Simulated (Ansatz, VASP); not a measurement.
## Two plane-wave programs on Na4H

The input INCAR:

```
PREC = Accurate
ENCUT = 520
EDIFF = 1E-6
ISMEAR = 0
SIGMA = 0.1
LREAL = F
LASPH = T
NELM = 100
ALGO = Normal
ISIF = 2
LWAVE = F
LCHARG = F
GGA = PE
NBANDS = 40
```

The input KPOINTS:

```
regular mesh
0
Gamma
  4 4 2
```

POSCAR

```
Na4H
1.0
    4.5373740200      0.0000000000      0.0000000000
    0.0000000000      4.5373740200      0.0000000000
    0.0000000000      0.0000000000      9.4949504700
Na H
8 2
Direct
    0.0000000000      0.0000000000      0.0000000000
    0.5000000000      0.5000000000      0.0000000000
    0.0000000000      0.5000000000      0.4810000100
    0.5000000000      0.0000000000      0.5189999900
    0.0000000000      0.0000000000      0.3039999900
    0.5000000000      0.5000000000      0.3039999900
    0.5000000000      0.5000000000      0.6960000100
    0.0000000000      0.0000000000      0.6960000100
    0.0000000000      0.5000000000      0.1690000000
    0.5000000000      0.0000000000      0.8310000000
```

Input for Ansatz:

```yaml
crystal:
  lattice:
    - [4.53737402, 0.0, 0.0]
    - [0.0, 4.53737402, 0.0]
    - [0.0, 0.0, 9.49495047]
  atoms:
    - { symbol: Na, position: [0.0, 0.0, 0.0] }
    - { symbol: Na, position: [0.5, 0.5, 0.0] }
    - { symbol: Na, position: [0.0, 0.5, 0.48100001] }
    - { symbol: Na, position: [0.5, 0.0, 0.51899999] }
    - { symbol: Na, position: [0.0, 0.0, 0.30399999] }
    - { symbol: Na, position: [0.5, 0.5, 0.30399999] }
    - { symbol: Na, position: [0.5, 0.5, 0.69600001] }
    - { symbol: Na, position: [0.0, 0.0, 0.69600001] }
    - { symbol: H, position: [0.0, 0.5, 0.169] }
    - { symbol: H, position: [0.5, 0.0, 0.831] }
basis:
  ecutwfc: 420
kpoints:
  mp_grid: { grid: [4, 4, 2] }
hamiltonian:
  xc: pbe
scf:
  occupations: { method: gaussian, width: 0.1 }
  lower_state_search: "off"
output:
  forces: true
  stress: true
  eigenvalues: true
```

Change from the starting cell: species swapped into the Be4B type (P4/nmm, No. 129).

Alike in both runs: task single point; functional PBE; k mesh 4 × 4 × 2; occupations gaussian, width 0.1 eV; no spin polarisation.

|  | VASP | Ansatz |
| --- | --- | --- |
| version | VASP 6.6.1 | Ansatz 0.2.0 |
| potentials or method | VASP PAW PBE potentials, release 64 (Na_pv, H), cutoff 520 eV | scalar-relativistic, plane waves, PAW |
| valence electrons in the cell | 58 | 74 |

VASP gave:

| Property | Result |
| --- | --- |
| gap on the k mesh at the Fermi level (eV) | none |
| pressure (GPa) | 7.2 |
| traceless stress, the component that is largest in VASP (GPa) | 1.39 |
| rms of the force components (eV/Å) | 0.318 |

Which values does Ansatz return?

gap on the k mesh at the Fermi level (eV): none; pressure (GPa): 7.2; traceless stress, the component that is largest in VASP (GPa): 1.40; rms of the force components (eV/Å): 0.317.

Atom by atom the forces differ by 0.001 eV/Å (rms over components). A gap of «none» marks a metal or a gap that the smearing closes. VASP's potentials hold 58 valence electrons a cell and Ansatz's 74, so a difference there can come from the potentials and not from the codes.
